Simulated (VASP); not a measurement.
Write the native input for VASP 6.6.1 that does the following.

```
Task                   : single point
Functional             : PBEsol
Dispersion             : D3(BJ)
Potentials or basis    : VASP PAW PBE potentials, release 64 (Ca_sv, F)
Cutoff                 : 600 eV
k mesh                 : 6 × 6 × 6
Occupations            : gaussian, width 0.05 eV
Spin                   : no spin polarisation
Dipole correction      : no
Further INCAR settings : ALGO = Normal; EDIFF = 1e-06; NBANDS = 19
```

The structure of CaF2 lies in POSCAR:

```
CaF2
1.0
    0.0000000000      2.7310000000      2.7310000000
    2.7310000000      0.0000000000      2.7310000000
    2.7310000000      2.7310000000      0.0000000000
Ca F
1 2
Direct
    0.0000000000      0.0000000000      0.0000000000
    0.2500000000      0.2500000000      0.2500000000
    0.7500000000      0.7500000000      0.7500000000
```

These files were run (other wordings do the same):

INCAR

```
PREC = Accurate
ENCUT = 600
EDIFF = 1E-6
ISMEAR = 0
SIGMA = 0.05
LREAL = False
LASPH = True
NELM = 120
ALGO = Normal
ISIF = 2
LWAVE = False
LCHARG = True
GGA = PS
IVDW = 12
LELF = True
LVHAR = True
NBANDS = 19
GGA_COMPAT = False
```

KPOINTS

```
regular mesh
0
Gamma
  6 6 6
```

Potentials or basis: VASP PAW PBE potentials, release 64 (Ca_sv, F).

Launch:

```bash
$ cat potpaw_PBE.64/Ca_sv/POTCAR potpaw_PBE.64/F/POTCAR > POTCAR
$ mpirun -np 1 vasp_std > vasp.out
```

It gave:

```
Pressure                   : -3.4 GPa
Band gap on the k mesh     : 7.09 eV (least direct gap 7.35 eV)
Dispersion energy per atom : -0.142 eV
```

Caveat: three body term missing; the cell stands under tension; the PAW data sets were made with another functional, which shifts forces and pressure a little.

It took 14 s on 1 thread of Intel(R) Xeon(R) 6975P-C (Granite Rapids) (shared host), peak memory 0.18 GiB.
